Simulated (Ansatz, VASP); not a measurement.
# Two plane-wave programs on Li2S

POSCAR

```
Li2S
1.0
    0.0000000000      2.7258387567      2.7258387567
    2.7258387567      0.0000000000      2.7258387567
    2.7258387567      2.7258387567      0.0000000000
Li S
2 1
Direct
    0.2500000000      0.2500000000      0.2500000000
    0.7500000000      0.7500000000      0.7500000000
    0.0000000000      0.0000000000      0.0000000000
```

INCAR.step1

```
SYSTEM = Li2S
ALGO = Normal
EDIFF = 1E-5
ENCUT = 830
GGA = PE
GGA_COMPAT = .False.
ISMEAR = 0
LASPH = .True.
LCHARG = .False.
LREAL = .False.
LWAVE = .True.
NBANDS = 13
NELM = 120
PREC = Accurate
SIGMA = 0.02
```

File INCAR.step2:

```
SYSTEM = Li2S
ALGO = Normal
EDIFF = 1E-6
ENCUT = 830
GGA_COMPAT = .False.
ISIF = 2
ISMEAR = 0
ISTART = 1
LASPH = .True.
LCHARG = .False.
LMIXTAU = .True.
LREAL = .False.
LWAVE = .False.
METAGGA = R2SCAN
NBANDS = 13
NELM = 120
PREC = Accurate
SIGMA = 0.02
```

KPOINTS

```
k-points
0
Gamma
  8 8 8
  0 0 0
```

Input for Ansatz:

```yaml
crystal:
  lattice:
    - [0.0, 2.7258387567, 2.7258387567]
    - [2.7258387567, 0.0, 2.7258387567]
    - [2.7258387567, 2.7258387567, 0.0]
  atoms:
    - { symbol: Li, position: [0.25, 0.25, 0.25] }
    - { symbol: Li, position: [0.75, 0.75, 0.75] }
    - { symbol: S, position: [0.0, 0.0, 0.0] }
basis:
  ecutwfc: 500
kpoints:
  mp_grid: { grid: [8, 8, 8] }
hamiltonian:
  xc: r2scan
scf:
  occupations: { method: gaussian, width: 0.02 }
output:
  forces: true
  stress: true
  eigenvalues: true
```

Alike in both runs: task single point; functional r2SCAN; k mesh 8 × 8 × 8; occupations gaussian, width 0.02 eV; no spin polarisation.

|  | VASP | Ansatz |
| --- | --- | --- |
| version | VASP 6.6.1 | Ansatz 0.2.0 |
| potentials or method | VASP PAW PBE potentials, release 64 (Li_sv, S), cutoff 830 eV | scalar-relativistic, plane waves, PAW |
| valence electrons in the cell | 12 | 12 |

Ansatz gave:

```
gap on the k mesh at the Fermi level (eV) : 3.77
least direct gap on the mesh (eV)         : 5.48
pressure (GPa)                            : 7.0
```

Question: What did VASP give for the same quantities?

Answer: gap on the k mesh at the Fermi level (eV): 3.76; least direct gap on the mesh (eV): 5.48; pressure (GPa): 6.4.

VASP's potentials were made for PBE, not for r2SCAN.
